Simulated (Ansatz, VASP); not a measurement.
One calculation of KF, two programs

INCAR

```
PREC = Accurate
ENCUT = 520
EDIFF = 1E-6
ISMEAR = 0
SIGMA = 0.01
LREAL = False
LASPH = True
NELM = 80
ALGO = Normal
ISIF = 2
LWAVE = False
LCHARG = False
GGA = PE
NBANDS = 15
```

File KPOINTS:

```
regular mesh
0
Gamma
  6 6 6
```

The input POSCAR:

```
KF
1.0
    3.2257999843      0.0000000000      0.0000000000
    0.0000000000      3.2257999843      0.0000000000
    0.0000000000      0.0000000000      3.2257999843
K F
1 1
Direct
    0.0000000000      0.0000000000      0.0000000000
    0.5000000000      0.5000000000      0.5000000000
```

Input for Ansatz:

```yaml
crystal:
  lattice:
    - [3.2257999843, 0.0, 0.0]
    - [0.0, 3.2257999843, 0.0]
    - [0.0, 0.0, 3.2257999843]
  atoms:
    - { symbol: K, position: [0.0, 0.0, 0.0] }
    - { symbol: F, position: [0.5, 0.5, 0.5] }
kpoints:
  mp_grid: { grid: [6, 6, 6] }
hamiltonian:
  xc: pbe
scf:
  occupations: { method: fixed }
  n_extra_bands: 4
output:
  forces: true
  stress: true
  eigenvalues: true
```

Alike in both runs: task single point; functional PBE; k mesh 6 × 6 × 6; no spin polarisation.

```csv
,VASP,Ansatz
version,VASP 6.6.1,Ansatz 0.2.0
potentials or method,"VASP PAW PBE potentials, release 64 (K_sv, F)","plane waves, PAW"
plane-wave cutoff (eV),520,420
occupations,"gaussian, width 0.01 eV",fixed
valence electrons in the cell,16,16
```

|  | VASP | Ansatz | Ansatz less VASP |
| --- | --- | --- | --- |
| gap on the k mesh at the Fermi level (eV) | 6.47 | 6.49 | +0.018 |
| pressure (GPa) | 1.1 | 1.1 | -0.02 |
